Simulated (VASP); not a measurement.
# CsI (Pm-3m) in VASP: further runs

CsI is run at these levels: r2SCAN; tasks: single point.

Program: VASP 6.6.1. These are calculated values, not measurements. Logs are shortened: lines on timing, memory, paths and dates and some standing lists are left out, and cuts for length are marked.

## Step 1: The cell of the first run

It takes space group Pm-3m (No. 221, cubic). Conventional cell: a = 4.514 Å, b = 4.514 Å, c = 4.514 Å, α = 90.00°, β = 90.00°, γ = 90.00°. Cs (site symmetry m-3m) has 8 I at 3.91 Å and 6 Cs at 4.51 Å within 5.1 Å. I (site symmetry m-3m) has 8 Cs at 3.91 Å and 6 I at 4.51 Å within 5.1 Å.

## Step 2: Single point, r2SCAN (45.99 Å³/atom)

POSCAR reads:

```
CsI
1.0
    4.5140146828      0.0000000000      0.0000000000
    0.0000000000      4.5140146828      0.0000000000
    0.0000000000      0.0000000000      4.5140146828
Cs I
1 1
Direct
    0.0000000000      0.0000000000      0.0000000000
    0.5000000000      0.5000000000      0.5000000000
```

INCAR.step1 reads:

```
ALGO = Normal ; EDIFF = 1E-5
ENCUT = 550 ; GGA = PE
GGA_COMPAT = F ; ISMEAR = 0
LASPH = T ; LCHARG = F
LREAL = F ; LWAVE = T
NBANDS = 15 ; NELM = 120
PREC = Accurate ; SIGMA = 0.01
```

INCAR.step2 reads:

```
ALGO = Normal ; EDIFF = 1E-6
ENCUT = 550 ; GGA_COMPAT = F
ISIF = 2 ; ISMEAR = 0
ISTART = 1 ; LASPH = T
LCHARG = F ; LMIXTAU = T
LREAL = F ; LWAVE = F
METAGGA = R2SCAN ; NBANDS = 15
NELM = 120 ; PREC = Accurate
SIGMA = 0.01
```

KPOINTS reads:

```
k-points
0
Gamma
  4 4 4
```

Potentials or basis: VASP PAW PBE potentials, release 64 (Cs_sv, I).

Launch:

```
cat potpaw_PBE.64/Cs_sv/POTCAR potpaw_PBE.64/I/POTCAR > POTCAR
cp INCAR.step1 INCAR
mpirun -np 1 vasp_std > vasp.out
cp INCAR.step2 INCAR
mpirun -np 1 vasp_std > vasp.out
```

OUTCAR:

```text
EDIFF = 1E-6
   ENCUT = 550
   ISIF = 2
   ISMEAR = 0
   ISTART = 1
   LASPH = T
   LREAL = F
   METAGGA = R2SCAN
   NELM = 120
   PREC = Accurate

 ion  position               nearest neighbor table
   1  0.000  0.000  0.000-
   2  0.500  0.500  0.500-

  LATTYP: Found a simple cubic cell.
 ALAT       =     4.5140146828

  Lattice vectors:

 A1 = (   4.5140146828,   0.0000000000,   0.0000000000)
 A2 = (   0.0000000000,   4.5140146828,   0.0000000000)
 A3 = (   0.0000000000,   0.0000000000,   4.5140146828)

Analysis of symmetry for initial positions (statically):
=====================================================================
 Subroutine PRICEL returns:
 Original cell was already a primitive cell.

 Routine SETGRP: Setting up the symmetry group for a
 simple cubic supercell.

 Subroutine GETGRP returns: Found 48 space group operations
 (whereof 48 operations were pure point group operations)
 out of a pool of 48 trial point group operations.

The static configuration has the point symmetry O_h .

Analysis of symmetry for dynamics (positions and initial velocities):
=====================================================================
 Subroutine PRICEL returns:
 Original cell was already a primitive cell.

 Routine SETGRP: Setting up the symmetry group for a
 simple cubic supercell.

 Subroutine GETGRP returns: Found 48 space group operations
 (whereof 48 operations were pure point group operations)
 out of a pool of 48 trial point group operations.

The dynamic configuration has the point symmetry O_h .

 Subroutine INISYM returns: Found 48 space group operations
 (whereof 48 operations are pure point group operations),
 and found     1 'primitive' translations

----------------------------------------------------------------------------------------

                                     Primitive cell

  volume of cell :      91.9790

  direct lattice vectors                    reciprocal lattice vectors
     4.514014683  0.000000000  0.000000000     0.221532288  0.000000000  0.000000000
     0.000000000  4.514014683  0.000000000     0.000000000  0.221532288  0.000000000
     0.000000000  0.000000000  4.514014683     0.000000000  0.000000000  0.221532288

  length of vectors
     4.514014683  4.514014683  4.514014683     0.221532288  0.221532288  0.221532288

  position of ions in fractional coordinates (direct lattice)
     0.000000000  0.000000000  0.000000000
     0.500000000  0.500000000  0.500000000

  ion indices of the primitive-cell ions
   primitive index   ion index
                 1           1
                 2           2

----------------------------------------------------------------------------------------

 KPOINTS: k-points

Automatic generation of k-mesh.
 Grid dimensions read from file:
 generate k-points for:    4    4    4

 Generating k-lattice:

  Cartesian coordinates                     Fractional coordinates (reciprocal lattice)
     0.055383072  0.000000000  0.000000000     0.250000000  0.000000000  0.000000000
     0.000000000  0.055383072  0.000000000     0.000000000  0.250000000  0.000000000
     0.000000000  0.000000000  0.055383072     0.000000000  0.000000000  0.250000000

  Length of vectors
     0.055383072  0.055383072  0.055383072

  Shift w.r.t. Gamma in fractional coordinates (k-lattice)
     0.000000000  0.000000000  0.000000000

 Subroutine IBZKPT returns following result:
 ===========================================

 Found     10 irreducible k-points:

 Following reciprocal coordinates:
            Coordinates               Weight
  0.000000  0.000000  0.000000      1.000000
  0.250000  0.000000  0.000000      6.000000
  0.500000  0.000000  0.000000      3.000000
  0.250000  0.250000  0.000000     12.000000
  0.500000  0.250000  0.000000     12.000000
  0.500000  0.500000  0.000000      3.000000
  0.250000  0.250000  0.250000      8.000000
  0.500000  0.250000  0.250000     12.000000
  0.500000  0.500000  0.250000      6.000000
  0.500000  0.500000  0.500000      1.000000
   k-points           NKPTS =     10   k-points in BZ     NKDIM =     10   number of bands    NBANDS=     15
   number of dos      NEDOS =    301   number of ions     NIONS =      2
   total plane-waves  NPLWV =  46656
   dimension x,y,z NGX =    36 NGY =   36 NGZ =   36
   dimension x,y,z NGXF=    72 NGYF=   72 NGZF=   72
   ions per type =               1   1
   NGX,Y,Z   is equivalent  to a cutoff of  13.26, 13.26, 13.26 a.u.
   NGXF,Y,Z  is equivalent  to a cutoff of  26.52, 26.52, 26.52 a.u.
 SYSTEM =  unknown system
   PREC   = accura    normal or accurate (medium, high low for compatibility)
   ISTART =      1    job   : 0-new  1-cont  2-samecut
   ICHARG =      0    charge: 1-file 2-atom 10-const
   ISPIN  =      1    spin polarized calculation?
   LNONCOLLINEAR =      F non collinear calculations
   LSORBIT =      F    spin-orbit coupling
   LASPH  =      T    aspherical Exc in radial PAW
   ENCUT  =  550.0 eV  40.42 Ry    6.36 a.u.   8.63  8.63  8.63*2*pi/ulx,y,z
   NELM   =    120;   NELMIN=  2; NELMDL=  0     # of ELM steps
   EDIFF  = 0.1E-05   stopping-criterion for ELM
   LREAL  =      F    real-space projection
   EDIFFG = 0.1E-04   stopping-criterion for IOM
   NSW    =      0    number of steps for IOM
   IBRION =     -1    ionic relax: 0-MD 1-quasi-New 2-CG
   NFREE  =      0    steps in history (QN), initial steepest desc. (CG)
   ISIF   =      2    stress and relaxation
   ISYM   =      2    0-nonsym 1-usesym 2-fastsym
   POTIM  = 0.5000    time-step for ionic-motion
   TEBEG  =    0.0;   TEEND  =   0.0 temperature during run
   PSTRESS=    0.0 pullay stress
   NELECT =      16.0000    total number of electrons
   NUPDOWN=      -1.0000    fix difference up-down
   EMIN   =  10.00;   EMAX   =-10.00  energy-range for DOS
   EFERMI =   0.00;   METHOD = LEGACY
   ISMEAR =     0;   SIGMA  =   0.01  broadening in eV -4-tet -1-fermi 0-gaus
   EFERMI_NEDOS =   21; number of points for ismear=-14 and -15
   IALGO  =     38    algorithm
   IMIX   =      4    mixing-type and parameters
     AMIX     =   0.40;   BMIX     =  1.00
     AMIX_MAG =   1.60;   BMIX_MAG =  1.00
  volume/ion in A,a.u.               =      45.99       310.35
  Fermi-wavevector in a.u.,A,eV,Ry     =   0.913872  1.726967 11.363060  0.835161
  Thomas-Fermi vector in A             =   2.038433
   LORBIT       =      0    0 simple, 1 ext, 2 COOP (PROOUT), +10 PAW based schemes
   METAGGA = R2SCAN    functional components
   LHFCALC =     F    Hartree Fock is set to
   AEXX    =    0.0000 exact exchange contribution
   IVDW    =     0    specifies the selected vdW correction
   LEPSILON=     F    determine dielectric tensor
   LRPA    =     F    only Hartree local field effects (RPA)
 non-spin polarized calculation
 Gauss-broadening in eV      SIGMA  =   0.01
  energy-cutoff  :      550.00
  volume of cell :       91.98
 maximum number of plane-waves:      2730
 NGX is ok and might be reduce to    36
   NGX = 17   NGY = 17   NGZ = 17

 number of electron      16.0000000 magnetization

 Free energy of the ion-electron system (eV)
  ---------------------------------------------------
  ext. energy  EPLUGINS =         0.00000000
  ---------------------------------------------------
  free energy    TOTEN  =       -53.10534374 eV

  energy without entropy =      -53.10534374  energy(sigma->0) =      -53.10534374

 E-fermi :   0.8696     XC(G=0):  -8.2782

 val. band max:        0.7286588663   @ k =   0.5000   0.5000   0.0000
 cond. band min:       5.2818787747   @ k =   0.0000   0.0000   0.0000
 fundamental gap:      4.5532199084
 Fermi energy:         0.8696232955

 k-point     1 :       0.0000    0.0000    0.0000
  band No.  band energies     occupation
      1     -20.1980      2.00000
      2     -10.2933      2.00000
      3      -6.5202      2.00000
      4      -6.5202      2.00000
      5      -6.5202      2.00000
      6       0.6472      2.00000
      7       0.6472      2.00000
      8       0.6472      2.00000
      9       5.2819      0.00000
     10       5.2819      0.00000
     11       5.4621      0.00000
     12       9.1975      0.00000
     13       9.1975      0.00000
     14       9.1975      0.00000
     15      11.6204      0.00000

 k-point     2 :       0.2500    0.0000    0.0000
  band No.  band energies     occupation
      1     -20.1827      2.00000
      2     -10.3048      2.00000
      3      -6.5905      2.00000
      4      -6.4834      2.00000
      5      -6.4834      2.00000
      6      -0.2413      2.00000
      7       0.5603      2.00000
      8       0.5603      2.00000
      9       5.6711      0.00000
     10       6.4327      0.00000
     11       6.8280      0.00000
     12       9.1033      0.00000
     13       9.1033      0.00000
     14       9.4930      0.00000
     15       9.5708      0.00000

 k-point     3 :       0.5000    0.0000    0.0000
  band No.  band energies     occupation
      1     -20.1673      2.00000
      2     -10.3206      2.00000
      3      -6.6402      2.00000
      4      -6.4457      2.00000
      5      -6.4457      2.00000
      6      -0.9095      2.00000
      7       0.4698      2.00000
      8       0.4698      2.00000
      9       6.3669      0.00000
     10       8.0398      0.00000
     11       8.0575      0.00000
     12       8.2317      0.00000
     13       9.4032      0.00000
     14       9.4032      0.00000
     15       9.9184      0.00000
[... 91 lines left out ...]
 k-point     9 :       0.5000    0.5000    0.2500
  band No.  band energies     occupation
      1     -20.1275      2.00000
      2     -10.0353      2.00000
      3      -6.8648      2.00000
      4      -6.8648      2.00000
      5      -6.6058      2.00000
      6      -0.4308      2.00000
      7      -0.4308      2.00000
      8      -0.0718      2.00000
      9       6.6711      0.00000
     10       7.7806      0.00000
     11       7.7806      0.00000
     12       7.8381      0.00000
     13      10.6684      0.00000
     14      10.6684      0.00000
     15      11.2022      0.00000

 k-point    10 :       0.5000    0.5000    0.5000
  band No.  band energies     occupation
      1     -20.1148      2.00000
      2      -9.9706      2.00000
      3      -6.7966      2.00000
      4      -6.7966      2.00000
      5      -6.7966      2.00000
      6      -0.6800      2.00000
      7      -0.6800      2.00000
      8      -0.6800      2.00000
      9       8.5970      0.00000
     10       8.5970      0.00000
     11       8.5970      0.00000
     12       9.4243      0.00000
     13       9.4243      0.00000
     14       9.4243      0.00000
     15      11.2931      0.00000

------------------------ aborting loop because EDIFF is reached ----------------------------------------

  FORCE on cell =-STRESS in cart. coord.  units (eV):
  Direction    XX          YY          ZZ          XY          YZ          ZX
  --------------------------------------------------------------------------------------
  -------------------------------------------------------------------------------------
  Total        0.5597493      0.5597493      0.5597493     -0.0000000     -0.0000000     -0.0000000
  in kB        9.7502381      9.7502381      9.7502381     -0.0000000     -0.0000000     -0.0000000
  external PRESSURE =       9.7502381 kB  Pullay stress =       0.0000000 kB

 VOLUME and BASIS-vectors are now :
 -----------------------------------------------------------------------------
  energy-cutoff  :      550.00
  volume of cell :       91.98
      direct lattice vectors                 reciprocal lattice vectors
     4.514014683  0.000000000  0.000000000     0.221532288  0.000000000  0.000000000
     0.000000000  4.514014683  0.000000000     0.000000000  0.221532288  0.000000000
     0.000000000  0.000000000  4.514014683     0.000000000  0.000000000  0.221532288

 POSITION                                       TOTAL-FORCE (eV/Angst)
 -----------------------------------------------------------------------------------
      0.00000      0.00000      0.00000         0.000000      0.000000      0.000000
      2.25701      2.25701      2.25701         0.000000      0.000000      0.000000
 -----------------------------------------------------------------------------------
    total drift:                                0.000000      0.000000      0.000000

  FREE ENERGIE OF THE ION-ELECTRON SYSTEM (eV)
  ---------------------------------------------------
  free  energy   TOTEN  =       -53.1053437420 eV

  energy  without entropy=      -53.1053437420  energy(sigma->0) =      -53.10534374
```

Run time: 83 s. Hardware: 1 thread of Intel Xeon 8259CL, shared host; peak memory 0.22 GiB.

What came out:

```yaml
Free_energy: -53.1053 eV
Pressure: 1.0 GPa
Band_gap_on_the_k_mesh: 4.55 eV (least direct gap 4.63 eV)
```

Levels at points of the mesh, in eV from the valence-band top:
```
           k point  band 5  band 6  band 7  band 8  band 9  band 10  band 11  band 12
(0.00, 0.00, 0.00)   -7.25   -0.08   -0.08   -0.08    4.55     4.55     4.73     8.47
(0.50, 0.00, 0.00)   -7.17   -1.64   -0.26   -0.26    5.64     7.31     7.33     7.50
(0.50, 0.50, 0.00)   -7.13   -0.90   -0.90    0.00    4.75     5.53     6.67     6.67
(0.50, 0.50, 0.50)   -7.53   -1.41   -1.41   -1.41    7.87     7.87     7.87     8.70
```

Caveat: the PAW data sets were made with another functional, which shifts forces and pressure a little; spin-orbit coupling is left out, which moves the levels of the heavy elements. r2SCAN opens gaps a little over a GGA but as a rule still falls short of measured ones.

## Step 3: Single point, r2SCAN (47.46 Å³/atom)

This run uses another cell than the first one, of 47.46 Å³/atom.

POSCAR reads:

```
CsI
1.0
    4.5615341188      0.0000000000      0.0000000000
    0.0000000000      4.5615341188      0.0000000000
    0.0000000000      0.0000000000      4.5615341188
Cs I
1 1
Direct
    0.0000000000      0.0000000000      0.0000000000
    0.5000000000      0.5000000000      0.5000000000
```

INCAR.step1 reads:

```
PREC = Accurate
ENCUT = 550
ISMEAR = 0
SIGMA = 0.01
LREAL = False
LASPH = True
NELM = 120
NBANDS = 15
GGA = PE
ALGO = Normal
EDIFF = 1E-5
LWAVE = True
LCHARG = False
GGA_COMPAT = False
```

INCAR.step2 reads:

```
PREC = Accurate
ENCUT = 550
EDIFF = 1E-6
ISMEAR = 0
SIGMA = 0.01
LREAL = False
LASPH = True
NELM = 120
ALGO = Normal
ISIF = 2
LWAVE = False
LCHARG = False
METAGGA = R2SCAN
LMIXTAU = True
NBANDS = 15
ISTART = 1
GGA_COMPAT = False
```

KPOINTS reads:

```
regular mesh
0
Gamma
  4 4 4
```

Potentials or basis: VASP PAW PBE potentials, release 64 (Cs_sv, I).

Launch:

```
cat potpaw_PBE.64/Cs_sv/POTCAR potpaw_PBE.64/I/POTCAR > POTCAR
cp INCAR.step1 INCAR
mpirun -np 1 vasp_std > vasp.out
cp INCAR.step2 INCAR
mpirun -np 1 vasp_std > vasp.out
```

Run time: 1.8 min. Hardware: 1 thread of Intel Xeon 8259CL, shared host; peak memory 0.22 GiB.

Results (log left out):

```
Free energy            : -53.1188 eV
Pressure               : 0.5 GPa
Band gap on the k mesh : 4.60 eV (least direct gap 4.69 eV)
```

Levels at points of the mesh, in eV from the valence-band top:
```
           k point  band 6  band 7  band 8  band 9  band 10  band 11
(0.00, 0.00, 0.00)   -0.09   -0.09   -0.09    4.60     4.60     4.61
(0.50, 0.00, 0.00)   -1.56   -0.24   -0.24    5.65     7.16     7.35
(0.50, 0.50, 0.00)   -0.88   -0.88    0.00    4.75     5.52     6.67
(0.50, 0.50, 0.50)   -1.33   -1.33   -1.33    7.76     7.76     7.76
```

Caveat: the PAW data sets were made with another functional, which shifts forces and pressure a little; spin-orbit coupling is left out, which moves the levels of the heavy elements. r2SCAN opens gaps a little over a GGA but as a rule still falls short of measured ones.
